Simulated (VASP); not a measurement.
The system is LiH.

```
CELL_PARAMETERS angstrom
0.00000 2.02324 2.02324
2.02324 0.00000 2.02324
2.02324 2.02324 0.00000
ATOMIC_POSITIONS crystal
Li 0.00000 0.00000 0.00000
H 0.50000 0.50000 0.50000
```

This cell differs from its parent crystal: volume changed by +3%.

Base run:

- Program: VASP 6.6.1
- Functional: PBE
- Potentials or basis: VASP PAW PBE potentials, release 64 (Li_sv, H)
- Cutoff: 750 eV
- k mesh: 10 × 10 × 10
- Occupations: gaussian, width 0.01 eV
- Spin: no spin polarisation

Its results: band gap on the k mesh 3.00 eV, direct; pressure -1.2 GPa.

Task: The run is repeated on the same cell with these changes: functional from PBE to r2SCAN; cutoff from 750 eV to 830 eV. What comes out?

Result: Band gap on the k mesh 3.59 eV, direct; pressure -1.0 GPa.

r2SCAN gives the wider gap, since meta-GGAs in the generalised Kohn-Sham scheme recover part of the derivative discontinuity.

Caveats: the PAW data sets were made with another functional, which shifts forces and pressure a little (some runs).

A k mesh can miss the band edges.
